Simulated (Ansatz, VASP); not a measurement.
Two plane-wave programs on Hg

The input INCAR:

```
SYSTEM = Hg
  PREC = Accurate
  ENCUT = 520
  EDIFF = 1E-6
  ISMEAR = -1
  SIGMA = 0.05
  LREAL = .FALSE.
  LASPH = .TRUE.
  NELM = 80
  ALGO = Normal
  ISIF = 2
  LWAVE = .FALSE.
  LCHARG = .FALSE.
  GGA = PE
  NBANDS = 25
```

KPOINTS

```
regular mesh
0
G
  7 7 10
  0 0 0
```

POSCAR

```
Hg
1.0
    4.7303210081      0.0000000000      0.0000000000
   -2.3651605040      4.0965781611      0.0000000000
    0.0000000000      0.0000000000      2.7376047657
Hg
3
Direct
    0.0000000000      0.0000000000      0.0000000000
    0.3333333333      0.6666666667      0.5000000000
    0.6666666667      0.3333333333      0.5000000000
```

Input for Ansatz:

```yaml
crystal:
  lattice:
    - [4.7303210081, 0.0, 0.0]
    - [-2.365160504, 4.0965781611, 0.0]
    - [0.0, 0.0, 2.7376047657]
  atoms:
    - { symbol: Hg, position: [0.0, 0.0, 0.0] }
    - { symbol: Hg, position: [0.3333333333, 0.6666666667, 0.5] }
    - { symbol: Hg, position: [0.6666666667, 0.3333333333, 0.5] }
kpoints:
  mp_grid: { grid: [7, 7, 10] }
scf:
  occupations: { method: fermi_dirac, width: 0.05 }
hamiltonian:
  xc: pbe
  pseudopotentials: { kind: paw }
output:
  forces: true
  stress: true
  eigenvalues: true
  populations: true
```

Change from the starting cell: volume scaled by 0.6, PAW files.

Alike in both runs: task single point; functional PBE; k mesh 7 × 7 × 10; occupations fermi-dirac, width 0.05 eV; no spin polarisation.

|  | VASP | Ansatz |
| --- | --- | --- |
| version | VASP 6.6.1 | Ansatz 0.2.0 |
| potentials or method | VASP PAW PBE potentials, release 64 (Hg) | PAW with Ansatz's default frozen-core files, scalar-relativistic |
| plane-wave cutoff (eV) | 520 | 420 |
| valence electrons in the cell | 36 | 60 |

Ansatz gave:

| Property | Result |
| --- | --- |
| pressure (GPa) | 41.4 |
| traceless stress, the component that is largest in VASP (GPa) | 0.10 |

**Question.** What did VASP give for the same quantities?

**Answer.** Pressure (GPa): 43.1; traceless stress, the component that is largest in VASP (GPa): 0.42.

Both programs put the cell under a high pressure, so it lies far from rest at this level. With one functional, cell and mesh, what is left measures potentials, basis and numerics. VASP's potentials hold 36 valence electrons a cell and Ansatz's 60, so a difference there can come from the potentials and not from the codes.

Spin-orbit coupling is off throughout.
